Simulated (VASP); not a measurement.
## MgTe: elastic constants with r2SCAN

MgTe:

```
CELL_PARAMETERS angstrom
0.00000 3.04122 3.04122
3.04122 0.00000 3.04122
3.04122 3.04122 0.00000
ATOMIC_POSITIONS crystal
Mg 0.00000 0.00000 0.00000
Te 0.25000 0.25000 0.25000
```

```yaml
Program: VASP 6.6.1
Task: elastic constants
Functional: r2SCAN
Potentials_or_basis: VASP PAW PBE potentials, release 64 (Mg, Te)
Cutoff: 660 eV
k_mesh: 8 × 8 × 8
Occupations: gaussian, width 0.01 eV
Spin: no spin polarisation
Dipole_correction: no
Ions_in_elastic_constants: relaxed
Further_INCAR_settings: ALGO = Normal; EDIFF = 1e-08; NBANDS = 11; IBRION = 6; POTIM = 0.015; NSW = 1; ISIF = 3
```

```json
{
 "Elastic constants C11, C12, C44": "70, 63, 14 GPa",
 "Voigt bulk modulus": "65 GPa",
 "Highest phonon frequency at Γ, LO-TO splitting left out": "311 cm⁻¹"
}
```

Phonon frequencies in cm⁻¹ (negative: imaginary):
```
              q point        frequencies
(0.000, 0.000, 0.000)  0 0 0 311 311 311
```

Elastic tensor in Voigt notation (GPa, in the Cartesian axes of the cell as first typed):
```
70 63 63  0  0  0
63 70 63  0  0  0
63 63 70  0  0  0
 0  0  0 14  0  0
 0  0  0  0 14  0
 0  0  0  0  0 14
```

Clamped-ion elastic tensor (GPa):
```
70 63 63  0  0  0
63 70 63  0  0  0
63 63 70  0  0  0
 0  0  0 62  0  0
 0  0  0  0 62  0
 0  0  0  0  0 62
```

Run time: 38 min on 1 thread of Intel(R) Xeon(R) 6975P-C (Granite Rapids), with other jobs on the host, peak memory 0.39 GiB.

Caveat: the cell is under stress, which shifts elastic constants; the PAW data sets were made with another functional, which shifts forces and pressure a little.
